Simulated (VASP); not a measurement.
# Pt (Im-3m) in VASP: notebook

Runs on Pt. Level: PBEsol. Tasks: single point, relaxation of cell and atoms.

All numbers are computed with VASP 6.6.1; they aren't measurements. Logs are shortened: lines on timing, memory, paths and dates and some standing lists are left out, and cuts for length are marked.

## (1) The cell of the first run

Symmetry: Im-3m, No. 229, cubic system. The conventional cell has a = 3.122 Å, b = 3.122 Å, c = 3.122 Å, α = 90.00°, β = 90.00°, γ = 90.00°. Within 3.6 Å of Pt (site symmetry m-3m) lie 14 Pt at 2.70 to 3.12 Å.

## (2) Single point, PBEsol

INCAR

```
SYSTEM = Pt
  ALGO = Normal
  EDIFF = 1E-6
  ENCUT = 520
  GGA = PS
  ISIF = 2
  ISMEAR = -1
  LASPH = .True.
  LCHARG = .True.
  LELF = .True.
  LREAL = .False.
  LVHAR = .True.
  LWAVE = .False.
  NBANDS = 11
  NELM = 80
  PREC = Accurate
  SIGMA = 0.05
```

KPOINTS

```
k-points
0
Gamma
  19 19 19
  0 0 0
```

POSCAR

```
Pt
1.0
   -1.5609511033      1.5609511033      1.5609511033
    1.5609511033     -1.5609511033      1.5609511033
    1.5609511033      1.5609511033     -1.5609511033
Pt
1
Direct
    0.0000000000      0.0000000000      0.0000000000
```

Potentials or basis: VASP PAW PBE potentials, release 64 (Pt).

The run is started by

```
cat potpaw_PBE.64/Pt/POTCAR > POTCAR
mpirun -np 1 vasp_std > vasp.out
```

OUTCAR:

```text
SYSTEM = Pt
   EDIFF = 1E-6
   ENCUT = 520
   GGA = PS
   ISIF = 2
   ISMEAR = -1
   LASPH = .True.
   LREAL = .False.
   NELM = 80
   PREC = Accurate

 ion  position               nearest neighbor table
   1  0.000  0.000  0.000-

  LATTYP: Found a body centered cubic cell.
 ALAT       =     3.1219022066

  Lattice vectors:

 A1 = (  -1.5609511033,   1.5609511033,   1.5609511033)
 A2 = (   1.5609511033,  -1.5609511033,   1.5609511033)
 A3 = (   1.5609511033,   1.5609511033,  -1.5609511033)

Analysis of symmetry for initial positions (statically):
=====================================================================
 Subroutine PRICEL returns:
 Original cell was already a primitive cell.

 Routine SETGRP: Setting up the symmetry group for a
 body centered cubic supercell.

 Subroutine GETGRP returns: Found 48 space group operations
 (whereof 48 operations were pure point group operations)
 out of a pool of 48 trial point group operations.

The static configuration has the point symmetry O_h .

Analysis of symmetry for dynamics (positions and initial velocities):
=====================================================================
 Subroutine PRICEL returns:
 Original cell was already a primitive cell.

 Routine SETGRP: Setting up the symmetry group for a
 body centered cubic supercell.

 Subroutine GETGRP returns: Found 48 space group operations
 (whereof 48 operations were pure point group operations)
 out of a pool of 48 trial point group operations.

The dynamic configuration has the point symmetry O_h .

 Subroutine INISYM returns: Found 48 space group operations
 (whereof 48 operations are pure point group operations),
 and found     1 'primitive' translations

----------------------------------------------------------------------------------------

                                     Primitive cell

  volume of cell :      15.2135

  direct lattice vectors                    reciprocal lattice vectors
    -1.560951103  1.560951103  1.560951103     0.000000000  0.320317529  0.320317529
     1.560951103 -1.560951103  1.560951103     0.320317529  0.000000000  0.320317529
     1.560951103  1.560951103 -1.560951103     0.320317529  0.320317529  0.000000000

  length of vectors
     2.703646619  2.703646619  2.703646619     0.452997394  0.452997394  0.452997394

  position of ions in fractional coordinates (direct lattice)
     0.000000000  0.000000000  0.000000000

  ion indices of the primitive-cell ions
   primitive index   ion index
                 1           1

----------------------------------------------------------------------------------------

 KPOINTS: k-points

Automatic generation of k-mesh.
 Grid dimensions read from file:
 generate k-points for:   19   19   19

 Generating k-lattice:

  Cartesian coordinates                     Fractional coordinates (reciprocal lattice)
     0.000000000  0.016858817  0.016858817     0.052631579  0.000000000  0.000000000
     0.016858817  0.000000000  0.016858817     0.000000000  0.052631579  0.000000000
     0.016858817  0.016858817  0.000000000     0.000000000  0.000000000  0.052631579

  Length of vectors
     0.023841968  0.023841968  0.023841968

  Shift w.r.t. Gamma in fractional coordinates (k-lattice)
     0.000000000  0.000000000  0.000000000

 Subroutine IBZKPT returns following result:
 ===========================================

 Found    220 irreducible k-points:

 Following reciprocal coordinates:
            Coordinates               Weight
  0.000000  0.000000  0.000000      1.000000
  0.052632  0.000000  0.000000     12.000000
  0.105263  0.000000  0.000000     12.000000
  0.157895  0.000000  0.000000     12.000000
  0.210526  0.000000  0.000000     12.000000
  0.263158  0.000000  0.000000     12.000000
[... 16 lines left out ...]
  0.263158  0.105263  0.000000     48.000000
  0.315789  0.105263  0.000000     48.000000
 [... further k-points ...]
   k-points           NKPTS =    220   k-points in BZ     NKDIM =    220   number of bands    NBANDS=     11
   number of dos      NEDOS =    301   number of ions     NIONS =      1
   total plane-waves  NPLWV =   8000
   dimension x,y,z NGX =    20 NGY =   20 NGZ =   20
   dimension x,y,z NGXF=    40 NGYF=   40 NGZF=   40
   ions per type =               1
   NGX,Y,Z   is equivalent  to a cutoff of  12.30, 12.30, 12.30 a.u.
   NGXF,Y,Z  is equivalent  to a cutoff of  24.60, 24.60, 24.60 a.u.
 SYSTEM =  Pt
   PREC   = accura    normal or accurate (medium, high low for compatibility)
   ISTART =      0    job   : 0-new  1-cont  2-samecut
   ICHARG =      2    charge: 1-file 2-atom 10-const
   ISPIN  =      1    spin polarized calculation?
   LNONCOLLINEAR =      F non collinear calculations
   LSORBIT =      F    spin-orbit coupling
   LASPH  =      T    aspherical Exc in radial PAW
   ENCUT  =  520.0 eV  38.22 Ry    6.18 a.u.   5.03  5.03  5.03*2*pi/ulx,y,z
   NELM   =     80;   NELMIN=  2; NELMDL= -5     # of ELM steps
   EDIFF  = 0.1E-05   stopping-criterion for ELM
   LREAL  =      F    real-space projection
   EDIFFG = 0.1E-04   stopping-criterion for IOM
   NSW    =      0    number of steps for IOM
   IBRION =     -1    ionic relax: 0-MD 1-quasi-New 2-CG
   NFREE  =      0    steps in history (QN), initial steepest desc. (CG)
   ISIF   =      2    stress and relaxation
   ISYM   =      2    0-nonsym 1-usesym 2-fastsym
   POTIM  = 0.5000    time-step for ionic-motion
   TEBEG  =    0.0;   TEEND  =   0.0 temperature during run
   PSTRESS=    0.0 pullay stress
   NELECT =      10.0000    total number of electrons
   NUPDOWN=      -1.0000    fix difference up-down
   EMIN   =  10.00;   EMAX   =-10.00  energy-range for DOS
   EFERMI =   0.00;   METHOD = LEGACY
   ISMEAR =    -1;   SIGMA  =   0.05  broadening in eV -4-tet -1-fermi 0-gaus
   EFERMI_NEDOS =   21; number of points for ismear=-14 and -15
   IALGO  =     38    algorithm
   IMIX   =      4    mixing-type and parameters
     AMIX     =   0.40;   BMIX     =  1.00
     AMIX_MAG =   1.60;   BMIX_MAG =  1.00
  volume/ion in A,a.u.               =      15.21       102.67
  Fermi-wavevector in a.u.,A,eV,Ry     =   1.423417  2.689868 27.566988  2.026116
  Thomas-Fermi vector in A             =   2.544017
   LORBIT       =      0    0 simple, 1 ext, 2 COOP (PROOUT), +10 PAW based schemes
   GGA     = PS    functional components
   LHFCALC =     F    Hartree Fock is set to
   AEXX    =    0.0000 exact exchange contribution
   IVDW    =     0    specifies the selected vdW correction
   LEPSILON=     F    determine dielectric tensor
   LRPA    =     F    only Hartree local field effects (RPA)
 non-spin polarized calculation
  energy-cutoff  :      520.00
  volume of cell :       15.21
 maximum number of plane-waves:       420
   NGX =  9   NGY =  9   NGZ =  9

 number of electron      10.0000000 magnetization

 number of electron       9.9999997 magnetization

 Free energy of the ion-electron system (eV)
  ---------------------------------------------------
  ext. energy  EPLUGINS =         0.00000000
  ---------------------------------------------------
  free energy    TOTEN  =        -6.84883803 eV

  energy without entropy =       -6.83701228  energy(sigma->0) =       -6.84292516

 E-fermi :  10.6964     XC(G=0): -13.5693

 val. band max:       10.6949830455   @ k =  -0.2632   0.3158   0.1579
 cond. band min:      10.7005261238   @ k =   0.4737   0.0526   0.0000
 fundamental gap:      0.0055430783
 Fermi energy:        10.6963581085

 k-point     1 :       0.0000    0.0000    0.0000
  band No.  band energies     occupation
      1       0.7434      2.00000
      2       7.0102      2.00000
      3       7.0102      2.00000
      4       7.0102      2.00000
      5       9.6650      2.00000
      6       9.6650      2.00000
      7      27.7770      0.00000
      8      27.7770      0.00000
      9      27.7770      0.00000
     10      38.2643      0.00000
     11      38.2643      0.00000

 k-point     2 :       0.0526    0.0000    0.0000
  band No.  band energies     occupation
      1       0.8609      2.00000
      2       6.9624      2.00000
      3       7.0099      2.00000
      4       7.1058      2.00000
      5       9.6011      2.00000
      6       9.6681      2.00000
      7      27.8381      0.00000
      8      27.8922      0.00000
      9      27.9524      0.00000
     10      36.5275      0.00000
     11      37.1292      0.00000

 k-point     3 :       0.1053    0.0000    0.0000
  band No.  band energies     occupation
      1       1.2043      2.00000
      2       6.8268      2.00000
      3       7.0023      2.00000
      4       7.3889      2.00000
      5       9.4446      2.00000
      6       9.6788      2.00000
      7      27.9542      0.00000
      8      28.1113      0.00000
      9      28.4677      0.00000
     10      34.8701      0.00000
     11      35.3737      0.00000

 k-point     4 :       0.1579    0.0000    0.0000
  band No.  band energies     occupation
      1       1.7429      2.00000
      2       6.6244      2.00000
      3       6.9778      2.00000
      4       7.8477      2.00000
      5       9.2812      2.00000
      6       9.7009      2.00000
      7      27.9035      0.00000
      8      27.9821      0.00000
      9      29.2909      0.00000
     10      33.8407      0.00000
     11      33.9207      0.00000
[... 239 lines left out ...]
 k-point    22 :       0.2105    0.1053    0.0000
  band No.  band energies     occupation
      1       3.3748      2.00000
      2       6.1906      2.00000
      3       6.7168      2.00000
      4       9.0586      2.00000
      5       9.6677      2.00000
      6       9.9465      2.00000
      7      24.9221      0.00000
      8      26.5917      0.00000
      9      29.8035      0.00000
     10      30.9870      0.00000
     11      34.9361      0.00000

 k-point    23 :       0.2632    0.1053    0.0000
  band No.  band energies     occupation
      1       3.8544      2.00000
      2       5.9665      2.00000
      3       7.0553      2.00000
      4       9.1734      2.00000
      5       9.9648      2.00000
      6      10.6221      1.63065
      7      22.7449      0.00000
      8      25.6959      0.00000
      9      28.6638      0.00000
     10      32.1172      0.00000
     11      35.9052      0.00000

 k-point    24 :       0.3158    0.1053    0.0000
  band No.  band energies     occupation
      1       4.0462      2.00000
      2       5.7848      2.00000
      3       7.7215      2.00000
      4       9.3434      2.00000
      5      10.0620      1.99999
      6      11.5625      0.00000
      7      20.5898      0.00000
      8      24.9042      0.00000
      9      27.5496      0.00000
     10      33.2972      0.00000
     11      36.0921      0.00000

 [... further k-points ...]
[... 5 lines left out ...]
  --------------------------------------------------------------------------------------
  -------------------------------------------------------------------------------------
  Total       -0.0336043     -0.0336043     -0.0336043     -0.0000000     -0.0000000      0.0000000
  in kB       -3.5389759     -3.5389759     -3.5389759     -0.0000000     -0.0000000      0.0000000
  external PRESSURE =      -3.5389759 kB  Pullay stress =       0.0000000 kB

 VOLUME and BASIS-vectors are now :
 -----------------------------------------------------------------------------
  energy-cutoff  :      520.00
  volume of cell :       15.21
      direct lattice vectors                 reciprocal lattice vectors
    -1.560951103  1.560951103  1.560951103     0.000000000  0.320317529  0.320317529
     1.560951103 -1.560951103  1.560951103     0.320317529  0.000000000  0.320317529
     1.560951103  1.560951103 -1.560951103     0.320317529  0.320317529  0.000000000

 POSITION                                       TOTAL-FORCE (eV/Angst)
 -----------------------------------------------------------------------------------
      0.00000      0.00000      0.00000         0.000000      0.000000     -0.000000
 -----------------------------------------------------------------------------------
    total drift:                                0.000000      0.000000      0.000000

  FREE ENERGIE OF THE ION-ELECTRON SYSTEM (eV)
  ---------------------------------------------------
  free  energy   TOTEN  =        -6.8488380322 eV

  energy  without entropy=       -6.8370122828  energy(sigma->0) =       -6.84292516
```

It took 16 s on 1 thread of Intel Xeon 6975P-C, shared host; peak memory 0.15 GiB.

What came out:

| Quantity | Value |
| --- | --- |
| Free energy | -6.8488 eV |
| Pressure | -0.4 GPa |
| Band gap on the k mesh | zero (band 5 reaches 11.73 eV, above the bottom of band 6 at 9.54 eV) |

Caveat: the PAW data sets were made with another functional, which shifts forces and pressure a little; spin-orbit coupling is left out, which moves the levels of the heavy elements.

## (3) Relaxation of cell and atoms, PBEsol

This run uses another cell than the first one, of 15.90 Å³/atom, 1.045 times its volume.

INCAR

```
  PREC = Accurate
  ENCUT = 600
  EDIFF = 1E-7
  ISMEAR = -1
  SIGMA = 0.05
  LREAL = False
  LASPH = True
  NELM = 60
  ALGO = Normal
  ISIF = 3
  LWAVE = False
  LCHARG = False
  GGA = PS
  IBRION = 2
  NSW = 80
  EDIFFG = -0.01
```

KPOINTS

```
regular mesh
0
Gamma
  19 19 19
```

POSCAR

```
Pt
1.0
   -1.5842200000      1.5842200000      1.5842200000
    1.5842200000     -1.5842200000      1.5842200000
    1.5842200000      1.5842200000     -1.5842200000
Pt
1
Direct
    0.0000000000      0.0000000000      0.0000000000
```

Potentials or basis: VASP PAW PBE potentials, release 64 (Pt).

The run is started by

```
cat potpaw_PBE.64/Pt/POTCAR > POTCAR
mpirun -np 1 vasp_std > vasp.out
```

OUTCAR:

```text
PREC = Accurate
   ENCUT = 600
   EDIFF = 1E-7
   ISMEAR = -1
   LREAL = False
   LASPH = True
   NELM = 60
   ISIF = 3
   GGA = PS
   IBRION = 2
   NSW = 80
   EDIFFG = -0.01

 ion  position               nearest neighbor table
   1  0.000  0.000  0.000-

  LATTYP: Found a body centered cubic cell.
 ALAT       =     3.1684400000

  Lattice vectors:

 A1 = (  -1.5842200000,   1.5842200000,   1.5842200000)
 A2 = (   1.5842200000,  -1.5842200000,   1.5842200000)
 A3 = (   1.5842200000,   1.5842200000,  -1.5842200000)

Analysis of symmetry for initial positions (statically):
=====================================================================
 Subroutine PRICEL returns:
 Original cell was already a primitive cell.

 Routine SETGRP: Setting up the symmetry group for a
 body centered cubic supercell.

 Subroutine GETGRP returns: Found 48 space group operations
 (whereof 48 operations were pure point group operations)
 out of a pool of 48 trial point group operations.

The static configuration has the point symmetry O_h .

Analysis of symmetry for dynamics (positions and initial velocities):
=====================================================================
 Subroutine PRICEL returns:
 Original cell was already a primitive cell.

 Routine SETGRP: Setting up the symmetry group for a
 body centered cubic supercell.

 Subroutine GETGRP returns: Found 48 space group operations
 (whereof 48 operations were pure point group operations)
 out of a pool of 48 trial point group operations.

[... 140 lines left out ...]

 number of electron       9.9999999 magnetization

 Free energy of the ion-electron system (eV)
  ---------------------------------------------------
  ext. energy  EPLUGINS =         0.00000000
  ---------------------------------------------------
  free energy    TOTEN  =        -6.82341613 eV

  energy without entropy =       -6.81116349  energy(sigma->0) =       -6.81728981

 E-fermi :   9.8972     XC(G=0): -13.3080

 val. band max:        9.8964563148   @ k =  -0.3684   0.4211   0.2105
 cond. band min:       9.9015786427   @ k =  -0.3158   0.3158   0.1579
 fundamental gap:      0.0051223279
 Fermi energy:         9.8971518085

 k-point     1 :       0.0000    0.0000    0.0000
  band No.  band energies     occupation
      1       0.4060      2.00000
      2       6.4526      2.00000
      3       6.4526      2.00000
      4       6.4526      2.00000
      5       8.9399      2.00000
      6       8.9399      2.00000
      7      26.9876      0.00000
      8      26.9876      0.00000
      9      26.9876      0.00000
[... 485 lines left out ...]
--------------------------------------- Ionic step        7  -------------------------------------------

 number of electron      10.0000001 magnetization

 Free energy of the ion-electron system (eV)
  ---------------------------------------------------
  ext. energy  EPLUGINS =         0.00000000
  ---------------------------------------------------
  free energy    TOTEN  =        -6.84896353 eV

  energy without entropy =       -6.83714967  energy(sigma->0) =       -6.84305660

 E-fermi :  10.7128     XC(G=0): -13.5745

 val. band max:       10.7115332995   @ k =  -0.2632   0.3158   0.1579
 cond. band min:      10.7159200969   @ k =   0.4737   0.0526   0.0000
 fundamental gap:      0.0043867974
 Fermi energy:        10.7127667094

 k-point     1 :       0.0000    0.0000    0.0000
  band No.  band energies     occupation
      1       0.7505      2.00000
      2       7.0214      2.00000
      3       7.0214      2.00000
      4       7.0214      2.00000
      5       9.6798      2.00000
      6       9.6798      2.00000
      7      27.7930      0.00000
      8      27.7930      0.00000
      9      27.7930      0.00000
[... 304 lines left out ...]
  FREE ENERGIE OF THE ION-ELECTRON SYSTEM (eV)
  ---------------------------------------------------
  free  energy   TOTEN  =        -6.8489635304 eV

  energy  without entropy=       -6.8371496660  energy(sigma->0) =       -6.84305660

 reached required accuracy - stopping structural energy minimisation
```

OSZICAR:

```text
N       E                     dE             d eps       ncg     rms          rms(c)
DAV:   1     0.404815290070E+02    0.40482E+02   -0.59304E+03  4000   0.116E+03
DAV:   2    -0.673737592169E+01   -0.47219E+02   -0.45617E+02  4168   0.196E+02
DAV:   3    -0.726178785470E+01   -0.52441E+00   -0.51786E+00  4563   0.211E+01
DAV:   4    -0.726354936181E+01   -0.17615E-02   -0.17614E-02  4302   0.135E+00
[... 52 lines left out ...]
DAV:   1    -0.684908556638E+01   -0.13988E-03   -0.28601E-03  3983   0.569E-01    0.757E-02
DAV:   2    -0.684896810631E+01    0.11746E-03   -0.36234E-04  3979   0.167E-01    0.290E-02
DAV:   3    -0.684896258352E+01    0.55228E-05   -0.30195E-05  4173   0.453E-02    0.159E-02
DAV:   4    -0.684896352347E+01   -0.93995E-06   -0.12565E-06  4255   0.863E-03    0.553E-04
DAV:   5    -0.684896353042E+01   -0.69457E-08   -0.13654E-08  2166   0.117E-03
   7 F= -.68489635E+01 E0= -.68430566E+01  d E =-.314219E-05
```

CONTCAR:

```text
Pt
   1.00000000000000
    -1.5604860997938919    1.5604860997938919    1.5604860997938919
     1.5604860997938919   -1.5604860997938919    1.5604860997938919
     1.5604860997938919    1.5604860997938919   -1.5604860997938919
  Pt
     1
Direct
     0.0000000000000000    0.0000000000000000    0.0000000000000000

  0.00000000E+00  0.00000000E+00  0.00000000E+00
```

Run time: 67 s. Hardware: 1 thread of Intel Xeon 6975P-C, shared host; peak memory 0.19 GiB.

What came out:

- Free energy: -6.8490 eV
- Relaxed volume: 15.20 Å³/atom
- Relaxed cell: a = 2.703 Å, b = 2.703 Å, c = 2.703 Å, α = 109.47°, β = 109.47°, γ = 109.47°
- Space group after relaxing (to 0.05 Å): Im-3m (No. 229)
- Energy gained by relaxing: 25.5 meV/atom
- Ionic steps: 7
- Pressure after relaxing: 0.0 GPa
- Band gap on the k mesh: zero (band 5 reaches 11.75 eV, above the bottom of band 6 at 9.55 eV)

Step by step:
```csv
step,energy change (eV),largest force (eV/Å),pressure (GPa),volume (Å³)
1,0.0000,0.0000,-11.08,15.90
2,0.1847,0.0000,45.03,13.51
3,-0.0255,0.0000,-0.55,15.23
4,-0.0255,0.0000,-0.11,15.21
5,-0.0255,0.0000,0.14,15.19
6,-0.0255,0.0000,-0.31,15.22
7,-0.0255,0.0000,0.01,15.20
```

Final structure:
```
Pt
1.0
    -1.56049    1.56049    1.56049
     1.56049   -1.56049    1.56049
     1.56049    1.56049   -1.56049
Pt
1
Direct
  0.00000 0.00000 0.00000
```

Caveat: the PAW data sets were made with another functional, which shifts forces and pressure a little; spin-orbit coupling is left out, which moves the levels of the heavy elements.
